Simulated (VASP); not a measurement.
Write the native input for VASP 6.6.1 that does the following.

```
Task                   : relaxation of cell and atoms
Functional             : PBEsol
Potentials or basis    : VASP PAW PBE potentials, release 64 (B, As)
Cutoff                 : 500 eV
k mesh                 : 10 × 10 × 10
Occupations            : gaussian, width 0.02 eV
Spin                   : no spin polarisation
Dipole correction      : no
Further INCAR settings : ALGO = Normal; EDIFF = 1e-07; IBRION = 2; EDIFFG = -0.002; NSW = 100; ISIF = 3
```

The structure of BAs (base) lies in POSCAR:

```
BAs
1.0
    0.0000000000      2.3885000000      2.3885000000
    2.3885000000      0.0000000000      2.3885000000
    2.3885000000      2.3885000000      0.0000000000
B As
1 1
Direct
    0.0000000000      0.0000000000      0.0000000000
    0.7500000000      0.7500000000      0.7500000000
```

One way to write it, as run:

INCAR

```
PREC = Accurate
ENCUT = 500
EDIFF = 1E-7
ISMEAR = 0
SIGMA = 0.02
LREAL = False
LASPH = True
NELM = 120
ALGO = Normal
ISIF = 3
LWAVE = False
LCHARG = False
GGA = PS
IBRION = 2
NSW = 100
EDIFFG = -0.002
GGA_COMPAT = False
NELMIN = 4
```

KPOINTS

```
Automatic mesh
0
Gamma
  10 10 10
```

Potentials or basis: VASP PAW PBE potentials, release 64 (B, As).

Command:

```console
$ cat potpaw_PBE.64/B/POTCAR potpaw_PBE.64/As/POTCAR > POTCAR
$ mpirun -np 1 vasp_std > vasp.out
```

Results of the run:

```json
{"Relaxed volume": "13.63 Å³/atom", "Relaxed cell": "a = 3.378 Å, b = 3.378 Å, c = 3.378 Å, α = 60.00°, β = 60.00°, γ = 60.00°", "Space group after relaxing (to 0.05 Å)": "F-43m (No. 216)", "Energy gained by relaxing": "0.0 meV/atom", "Ionic steps": "3", "Pressure after relaxing": "0.0 GPa", "Band gap on the k mesh": "1.08 eV, indirect (least direct gap 3.24 eV)"}
```

Caveat: the PAW data sets were made with another functional, which shifts forces and pressure a little.

Run time: 20 s on 1 thread of AMD EPYC 7R43 64-Core Processor (Zen 3), with other jobs on the host, peak memory 0.13 GiB.
